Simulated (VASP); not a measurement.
# AgCl (Fm-3m) in VASP: further runs

AgCl is run at these levels: PBEsol, PBE; tasks: electric field gradients.

Everything below comes from runs of VASP 6.6.1. Logs are shortened: lines on timing, memory, paths and dates and some standing lists are left out, and cuts for length are marked.

## (1) The cell of the first run

Symmetry: Fm-3m, No. 225, cubic system. Conventional cell: a = 5.545 Å, b = 5.545 Å, c = 5.545 Å, α = 90.00°, β = 90.00°, γ = 90.00°. Ag (site symmetry m-3m) has 6 Cl at 2.77 Å within 3.7 Å. Within 3.7 Å of Cl (site symmetry m-3m) lie 6 Ag at 2.77 Å.

## (2) Electric field gradients, PBEsol

INCAR reads:

```
SYSTEM = AgCl
ALGO     = Normal         ! electronic algorithm
EDIFF    = 1E-8           ! SCF threshold, eV
ENCUT    = 520            ! plane-wave cutoff, eV
GGA      = PS             ! functional
ISIF     = 2              ! what is computed and relaxed
ISMEAR   = -1             ! smearing method
LASPH    = .TRUE.         ! aspherical terms in the spheres
LCHARG   = .FALSE.        ! write CHGCAR
LEFG     = .TRUE.       
LREAL    = .FALSE.        ! projectors in reciprocal space
LWAVE    = .FALSE.        ! write WAVECAR
NBANDS   = 16             ! bands
NELM     = 100            ! most SCF steps
PREC     = Accurate       ! precision mode
SIGMA    = 0.01           ! smearing width, eV
```

KPOINTS reads:

```
k-points
0
G
  9 9 9
  0 0 0
```

POSCAR reads:

```
AgCl
1.0
    0.0000000000      2.7726629968      2.7726629968
    2.7726629968      0.0000000000      2.7726629968
    2.7726629968      2.7726629968      0.0000000000
Ag Cl
1 1
Direct
    0.0000000000      0.0000000000      0.0000000000
    0.5000000000      0.5000000000      0.5000000000
```

Potentials or basis: VASP PAW PBE potentials, release 64 (Ag, Cl).

On the command line:

```
> cat potpaw_PBE.64/Ag/POTCAR potpaw_PBE.64/Cl/POTCAR > POTCAR
> mpirun -np 1 vasp_std > vasp.out
```

OUTCAR:

```text
SYSTEM = AgCl
   EDIFF = 1E-8
   ENCUT = 520
   GGA = PS
   ISIF = 2
   ISMEAR = -1
   LASPH = .TRUE.
   LREAL = .FALSE.
   NELM = 100
   PREC = Accurate

 ion  position               nearest neighbor table
   1  0.000  0.000  0.000-   2 2.77   2 2.77   2 2.77   2 2.77   2 2.77   2 2.77
   2  0.500  0.500  0.500-   1 2.77   1 2.77   1 2.77   1 2.77   1 2.77   1 2.77

  LATTYP: Found a face centered cubic cell.
 ALAT       =     5.5453259936

  Lattice vectors:

 A1 = (   0.0000000000,   2.7726629968,   2.7726629968)
 A2 = (   2.7726629968,   0.0000000000,   2.7726629968)
 A3 = (   2.7726629968,   2.7726629968,   0.0000000000)

Analysis of symmetry for initial positions (statically):
=====================================================================
 Subroutine PRICEL returns:
 Original cell was already a primitive cell.

 Routine SETGRP: Setting up the symmetry group for a
 face centered cubic supercell.

 Subroutine GETGRP returns: Found 48 space group operations
 (whereof 48 operations were pure point group operations)
 out of a pool of 48 trial point group operations.

The static configuration has the point symmetry O_h .

Analysis of symmetry for dynamics (positions and initial velocities):
=====================================================================
 Subroutine PRICEL returns:
 Original cell was already a primitive cell.

 Routine SETGRP: Setting up the symmetry group for a
 face centered cubic supercell.

 Subroutine GETGRP returns: Found 48 space group operations
 (whereof 48 operations were pure point group operations)
 out of a pool of 48 trial point group operations.

The dynamic configuration has the point symmetry O_h .

 Subroutine INISYM returns: Found 48 space group operations
 (whereof 48 operations are pure point group operations),
 and found     1 'primitive' translations

----------------------------------------------------------------------------------------

                                     Primitive cell

  volume of cell :      42.6306

  direct lattice vectors                    reciprocal lattice vectors
     0.000000000  2.772662997  2.772662997    -0.180332049  0.180332049  0.180332049
     2.772662997  0.000000000  2.772662997     0.180332049 -0.180332049  0.180332049
     2.772662997  2.772662997  0.000000000     0.180332049  0.180332049 -0.180332049

  length of vectors
     3.921137614  3.921137614  3.921137614     0.312344271  0.312344271  0.312344271

  position of ions in fractional coordinates (direct lattice)
     0.000000000  0.000000000  0.000000000
     0.500000000  0.500000000  0.500000000

  ion indices of the primitive-cell ions
   primitive index   ion index
                 1           1
                 2           2

----------------------------------------------------------------------------------------

 KPOINTS: k-points

Automatic generation of k-mesh.
 Grid dimensions read from file:
 generate k-points for:    9    9    9

 Generating k-lattice:

  Cartesian coordinates                     Fractional coordinates (reciprocal lattice)
    -0.020036894  0.020036894  0.020036894     0.111111111  0.000000000  0.000000000
     0.020036894 -0.020036894  0.020036894     0.000000000  0.111111111  0.000000000
     0.020036894  0.020036894 -0.020036894     0.000000000  0.000000000  0.111111111

  Length of vectors
     0.034704919  0.034704919  0.034704919

  Shift w.r.t. Gamma in fractional coordinates (k-lattice)
     0.000000000  0.000000000  0.000000000

 Subroutine IBZKPT returns following result:
 ===========================================

 Found     35 irreducible k-points:

 Following reciprocal coordinates:
            Coordinates               Weight
  0.000000  0.000000  0.000000      1.000000
  0.111111  0.000000  0.000000      8.000000
  0.222222  0.000000  0.000000      8.000000
  0.333333  0.000000  0.000000      8.000000
  0.444444  0.000000  0.000000      8.000000
  0.111111  0.111111  0.000000      6.000000
[... 16 lines left out ...]
 -0.333333  0.333333  0.000000     12.000000
  0.444444  0.444444  0.000000      6.000000
 [... further k-points ...]
   k-points           NKPTS =     35   k-points in BZ     NKDIM =     35   number of bands    NBANDS=     16
   number of dos      NEDOS =    301   number of ions     NIONS =      2
   total plane-waves  NPLWV =  27000
   dimension x,y,z NGX =    30 NGY =   30 NGZ =   30
   dimension x,y,z NGXF=    60 NGYF=   60 NGZF=   60
   ions per type =               1   1
   NGX,Y,Z   is equivalent  to a cutoff of  12.72, 12.72, 12.72 a.u.
   NGXF,Y,Z  is equivalent  to a cutoff of  25.44, 25.44, 25.44 a.u.
 SYSTEM =  AgCl
   PREC   = accura    normal or accurate (medium, high low for compatibility)
   ISTART =      0    job   : 0-new  1-cont  2-samecut
   ICHARG =      2    charge: 1-file 2-atom 10-const
   ISPIN  =      1    spin polarized calculation?
   LNONCOLLINEAR =      F non collinear calculations
   LSORBIT =      F    spin-orbit coupling
   LASPH  =      T    aspherical Exc in radial PAW
   ENCUT  =  520.0 eV  38.22 Ry    6.18 a.u.   7.29  7.29  7.29*2*pi/ulx,y,z
   NELM   =    100;   NELMIN=  2; NELMDL= -5     # of ELM steps
   EDIFF  = 0.1E-07   stopping-criterion for ELM
   LREAL  =      F    real-space projection
   EDIFFG = 0.1E-06   stopping-criterion for IOM
   NSW    =      0    number of steps for IOM
   IBRION =     -1    ionic relax: 0-MD 1-quasi-New 2-CG
   NFREE  =      0    steps in history (QN), initial steepest desc. (CG)
   ISIF   =      2    stress and relaxation
   ISYM   =      2    0-nonsym 1-usesym 2-fastsym
   POTIM  = 0.5000    time-step for ionic-motion
   TEBEG  =    0.0;   TEEND  =   0.0 temperature during run
   PSTRESS=    0.0 pullay stress
   NELECT =      18.0000    total number of electrons
   NUPDOWN=      -1.0000    fix difference up-down
   EMIN   =  10.00;   EMAX   =-10.00  energy-range for DOS
   EFERMI =   0.00;   METHOD = LEGACY
   ISMEAR =    -1;   SIGMA  =   0.01  broadening in eV -4-tet -1-fermi 0-gaus
   EFERMI_NEDOS =   21; number of points for ismear=-14 and -15
   IALGO  =     38    algorithm
   IMIX   =      4    mixing-type and parameters
     AMIX     =   0.40;   BMIX     =  1.00
     AMIX_MAG =   1.60;   BMIX_MAG =  1.00
  volume/ion in A,a.u.               =      21.32       143.84
  Fermi-wavevector in a.u.,A,eV,Ry     =   1.228170  2.320905 20.523058  1.508402
  Thomas-Fermi vector in A             =   2.363106
   LORBIT       =      0    0 simple, 1 ext, 2 COOP (PROOUT), +10 PAW based schemes
   GGA     = PS    functional components
   LHFCALC =     F    Hartree Fock is set to
   AEXX    =    0.0000 exact exchange contribution
   IVDW    =     0    specifies the selected vdW correction
   LEPSILON=     F    determine dielectric tensor
   LRPA    =     F    only Hartree local field effects (RPA)
 non-spin polarized calculation
  energy-cutoff  :      520.00
  volume of cell :       42.63
 maximum number of plane-waves:      1158
 NGX is ok and might be reduce to    30
   NGX = 15   NGY = 15   NGZ = 15

 number of electron      18.0000005 magnetization

 Free energy of the ion-electron system (eV)
  ---------------------------------------------------
  ext. energy  EPLUGINS =         0.00000000
  ---------------------------------------------------
  free energy    TOTEN  =        -6.04167672 eV

  energy without entropy =       -6.04167672  energy(sigma->0) =       -6.04167672

 E-fermi :   3.9337     XC(G=0): -10.2183

 val. band max:        3.6731659700   @ k =   0.4444   0.0000   0.0000
 cond. band min:       4.4496645108   @ k =   0.0000   0.0000   0.0000
 fundamental gap:      0.7764985409
 Fermi energy:         3.9337101901

 k-point     1 :       0.0000    0.0000    0.0000
  band No.  band energies     occupation
      1     -11.4265      2.00000
      2       1.2428      2.00000
      3       1.2428      2.00000
      4       1.2428      2.00000
      5       1.2822      2.00000
      6       1.2822      2.00000
[... 8 lines left out ...]
     15      16.8837      0.00000
     16      16.8837      0.00000

 k-point     2 :       0.1111    0.0000    0.0000
  band No.  band energies     occupation
      1     -11.3774      2.00000
      2       0.6398      2.00000
      3       0.6707      2.00000
      4       0.6707      2.00000
      5       1.2880      2.00000
      6       1.2880      2.00000
[... 8 lines left out ...]
     15      15.7252      0.00000
     16      16.2462      0.00000
[... 387 lines left out ...]
      5       1.5030      2.00000
      6       1.6358      2.00000
[... 8 lines left out ...]
     15      16.7208      0.00000
     16      19.8873      0.00000

 k-point    24 :       0.4444    0.4444    0.0000
  band No.  band energies     occupation
      1     -10.9659      2.00000
      2      -0.7375      2.00000
      3       0.6190      2.00000
      4       0.6190      2.00000
      5       0.9134      2.00000
      6       1.4700      2.00000
[... 8 lines left out ...]
     15      19.0935      0.00000
     16      19.0944      0.00000

 [... further k-points ...]
[... 5 lines left out ...]
  --------------------------------------------------------------------------------------
  -------------------------------------------------------------------------------------
  Total       -0.7230554     -0.7230554     -0.7230554     -0.0000000     -0.0000000      0.0000000
  in kB      -27.1744588    -27.1744588    -27.1744588     -0.0000000     -0.0000000      0.0000000
  external PRESSURE =     -27.1744588 kB  Pullay stress =       0.0000000 kB

 VOLUME and BASIS-vectors are now :
 -----------------------------------------------------------------------------
  energy-cutoff  :      520.00
  volume of cell :       42.63
      direct lattice vectors                 reciprocal lattice vectors
     0.000000000  2.772662997  2.772662997    -0.180332049  0.180332049  0.180332049
     2.772662997  0.000000000  2.772662997     0.180332049 -0.180332049  0.180332049
     2.772662997  2.772662997  0.000000000     0.180332049  0.180332049 -0.180332049

 POSITION                                       TOTAL-FORCE (eV/Angst)
 -----------------------------------------------------------------------------------
      0.00000      0.00000      0.00000        -0.000000     -0.000000      0.000000
      2.77266      2.77266      2.77266         0.000000      0.000000     -0.000000
 -----------------------------------------------------------------------------------
    total drift:                               -0.000000      0.000000      0.000000

  FREE ENERGIE OF THE ION-ELECTRON SYSTEM (eV)
  ---------------------------------------------------
  free  energy   TOTEN  =        -6.0416767153 eV

  energy  without entropy=       -6.0416767153  energy(sigma->0) =       -6.04167672

 Electric field gradients (V/A^2)
---------------------------------------------------------------------
 ion       V_xx      V_yy      V_zz      V_xy      V_xz      V_yz
---------------------------------------------------------------------
   1       0.000    -0.000     0.000    -0.000    -0.000    -0.000
   2       0.000     0.000    -0.000    -0.000    -0.000    -0.000
---------------------------------------------------------------------

 Electric field gradients after diagonalization (V/A^2)
 (convention: |V_zz| > |V_xx| > |V_yy|)
----------------------------------------------------------------------
 ion       V_xx      V_yy      V_zz     asymmetry (V_yy - V_xx)/ V_zz
----------------------------------------------------------------------
   1       0.000     0.000    -0.001       0.000
   2       0.000     0.000    -0.001       0.000
----------------------------------------------------------------------

           NMR quadrupolar parameters

 Cq : quadrupolar parameter    Cq=e*Q*V_zz/h
 eta: asymmetry parameters     (V_yy - V_xx)/ V_zz
 Q  : nuclear electric quadrupole moment in mb (millibarn)
----------------------------------------------------------------------
 ion       Cq(MHz)       eta       Q (mb)
----------------------------------------------------------------------
   1      -0.000       0.000       1.000
   2      -0.000       0.000       1.000
----------------------------------------------------------------------
```

Run time: 30 s. Hardware: 1 thread of Intel Xeon 8259CL, shared host; peak memory 0.18 GiB.

What came out:

| Quantity | Value |
| --- | --- |
| Free energy | -6.0417 eV |
| Pressure | -2.7 GPa |
| Band gap on the k mesh | 0.78 eV (least direct gap 3.00 eV) |
| Largest electric field gradient by atom | under 0.05 V/Å² on every atom |

Caveat: semilocal functionals underestimate gaps, and a narrow one can read as zero; the PAW data sets were made with another functional, which shifts forces and pressure a little; an odd mesh through Γ misses points on the zone boundary, where band edges can lie.

## (3) Electric field gradients, PBE

INCAR reads:

```
PREC     = Accurate       # precision mode
ENCUT    = 520            # plane-wave cutoff, eV
EDIFF    = 1E-8           # SCF threshold, eV
ISMEAR   = -1             # smearing method
SIGMA    = 0.01           # smearing width, eV
LREAL    = F              # projectors in reciprocal space
LASPH    = T              # aspherical terms in the spheres
NELM     = 60             # most SCF steps
ALGO     = Normal         # electronic algorithm
ISIF     = 2              # what is computed and relaxed
LWAVE    = F              # write WAVECAR
LCHARG   = F              # write CHGCAR
GGA      = PE             # functional
LEFG     = T            
NBANDS   = 16             # bands
```

KPOINTS reads:

```
Automatic mesh
0
Gamma
  9 9 9
```

POSCAR is that of step 2.

Potentials or basis: VASP PAW PBE potentials, release 64 (Ag, Cl).

On the command line:

```
> cat potpaw_PBE.64/Ag/POTCAR potpaw_PBE.64/Cl/POTCAR > POTCAR
> mpirun -np 1 vasp_std > vasp.out
```

OUTCAR:

```text
PREC = Accurate
   ENCUT = 520
   EDIFF = 1E-8
   ISMEAR = -1
   LREAL = F
   LASPH = T
   NELM = 60
   ISIF = 2
   GGA = PE

 ion  position               nearest neighbor table
   1  0.000  0.000  0.000-   2 2.77   2 2.77   2 2.77   2 2.77   2 2.77   2 2.77
   2  0.500  0.500  0.500-   1 2.77   1 2.77   1 2.77   1 2.77   1 2.77   1 2.77

  LATTYP: Found a face centered cubic cell.
 ALAT       =     5.5453259936

  Lattice vectors:

 A1 = (   0.0000000000,   2.7726629968,   2.7726629968)
 A2 = (   2.7726629968,   0.0000000000,   2.7726629968)
[... 668 lines left out ...]
  ---------------------------------------------------
  free  energy   TOTEN  =        -5.3942156592 eV

  energy  without entropy=       -5.3942156592  energy(sigma->0) =       -5.39421566

 Electric field gradients (V/A^2)
---------------------------------------------------------------------
 ion       V_xx      V_yy      V_zz      V_xy      V_xz      V_yz
---------------------------------------------------------------------
   1       0.000    -0.000    -0.000    -0.000    -0.000    -0.000
   2       0.000     0.000    -0.000    -0.000    -0.000    -0.000
---------------------------------------------------------------------

 Electric field gradients after diagonalization (V/A^2)
 (convention: |V_zz| > |V_xx| > |V_yy|)
----------------------------------------------------------------------
 ion       V_xx      V_yy      V_zz     asymmetry (V_yy - V_xx)/ V_zz
----------------------------------------------------------------------
   1       0.000     0.000    -0.001       0.000
   2       0.000     0.000    -0.001       0.000
----------------------------------------------------------------------

           NMR quadrupolar parameters

 Cq : quadrupolar parameter    Cq=e*Q*V_zz/h
 eta: asymmetry parameters     (V_yy - V_xx)/ V_zz
 Q  : nuclear electric quadrupole moment in mb (millibarn)
----------------------------------------------------------------------
 ion       Cq(MHz)       eta       Q (mb)
----------------------------------------------------------------------
   1      -0.000       0.000       1.000
   2      -0.000       0.000       1.000
----------------------------------------------------------------------
```

OSZICAR:

```text
N       E                     dE             d eps       ncg     rms          rms(c)
DAV:   1     0.101057933526E+03    0.10106E+03   -0.86707E+03  1136   0.101E+03
DAV:   2    -0.177772667851E+01   -0.10284E+03   -0.94799E+02  1408   0.225E+02
DAV:   3    -0.555039997894E+01   -0.37727E+01   -0.37638E+01  1416   0.448E+01
DAV:   4    -0.557703501387E+01   -0.26635E-01   -0.26634E-01  1352   0.410E+00
DAV:   5    -0.557739793777E+01   -0.36292E-03   -0.36292E-03  1440   0.467E-01    0.617E+00
DAV:   6    -0.539868453421E+01    0.17871E+00   -0.24506E-01  1424   0.643E+00    0.400E+00
DAV:   7    -0.539475153780E+01    0.39330E-02   -0.96354E-02  1344   0.206E+00    0.198E+00
DAV:   8    -0.539406653335E+01    0.68500E-03   -0.45741E-03  1328   0.694E-01    0.313E-01
DAV:   9    -0.539414674168E+01   -0.80208E-04   -0.48957E-04  1464   0.273E-01    0.385E-02
DAV:  10    -0.539421167785E+01   -0.64936E-04   -0.91119E-05  1376   0.842E-02    0.294E-02
DAV:  11    -0.539421567911E+01   -0.40013E-05   -0.46276E-06  1472   0.151E-02    0.357E-03
DAV:  12    -0.539421577446E+01   -0.95349E-07   -0.47261E-07  1272   0.540E-03    0.144E-03
DAV:  13    -0.539421566347E+01    0.11099E-06   -0.88315E-08  1440   0.299E-03    0.102E-03
DAV:  14    -0.539421565924E+01    0.42287E-08   -0.11290E-08   920   0.740E-04
   1 F= -.53942157E+01 E0= -.53942157E+01  d E =-.150882E-13
```

stdout:

```text
POSCAR found type information on POSCAR AgCl
 POSCAR found :  2 types and       2 ions
 scaLAPACK will be used
 LDA part: xc-table for (Slater+PW92), standard interpolation
 POSCAR, INCAR and KPOINTS ok, starting setup
 FFT: planning ... GRIDC
 FFT: planning ... GRID_SOFT
 FFT: planning ... GRID
 WAVECAR not read
 entering main loop
ion   1

ion   2
```

Run time: 34 s. Hardware: 1 thread of Intel Xeon 8259CL, shared host; peak memory 0.18 GiB.

Results:

| Item | Value |
| --- | --- |
| Free energy | -5.3942 eV |
| Pressure | 1.5 GPa |
| Band gap on the k mesh | 0.95 eV (least direct gap 3.14 eV) |
| Largest electric field gradient by atom | under 0.05 V/Å² on every atom |

Caveat: an odd mesh through Γ misses points on the zone boundary, where band edges can lie.
